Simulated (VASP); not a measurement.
Input of a VASP 6.6.1 run:

The input INCAR:

```
SYSTEM = PtSe2
ALGO = Normal
EDIFF = 1E-6
ENCUT = 520
GGA = CA
ISIF = 2
ISMEAR = 0
LASPH = .TRUE.
LCHARG = .FALSE.
LREAL = .FALSE.
LWAVE = .FALSE.
NBANDS = 18
NELM = 100
PREC = Accurate
SIGMA = 0.15
```

Contents of KPOINTS:

```
k-points
0
G
  15 15 10
  0 0 0
```

POSCAR

```
PtSe2
1.0
    4.0219206530      0.0000000000      0.0000000000
   -2.0109603265      3.4830854575      0.0000000000
    0.0000000000      0.0000000000      5.4669600000
Pt Se
1 2
Direct
    0.0000000000      0.0000000000      0.0000000000
    0.3333333333      0.6666666667      0.2500000000
    0.6666666667      0.3333333333      0.7500000000
```

Potentials or basis: VASP PAW LDA potentials, release 64 (Pt, Se).

Run with:

```console
$ cat potpaw_LDA.64/Pt/POTCAR potpaw_LDA.64/Se/POTCAR > POTCAR
$ mpirun -np 1 vasp_std > vasp.out
```

Task: Predict the largest force.

Result: 1.729 eV/Å.

Task: What does it give for the band gap on the k mesh?

Result: Zero (band 11 reaches 3.88 eV, above the bottom of band 12 at 3.42 eV).

Task: What does it give for the pressure?

Result: -17.7 GPa.

Stress tensor (GPa, compression positive):
```
-19.40   0.00   0.00
  0.00 -19.40   0.00
  0.00   0.00 -14.26
```

Caveat: the cell differs from its parent crystal (strain +0.080 along x and y, +0.080 along z); spin-orbit coupling is left out, which moves the levels of the heavy elements; forces of over 1 eV/Å act on the atoms, so gaps and moduli don't describe the material at rest.
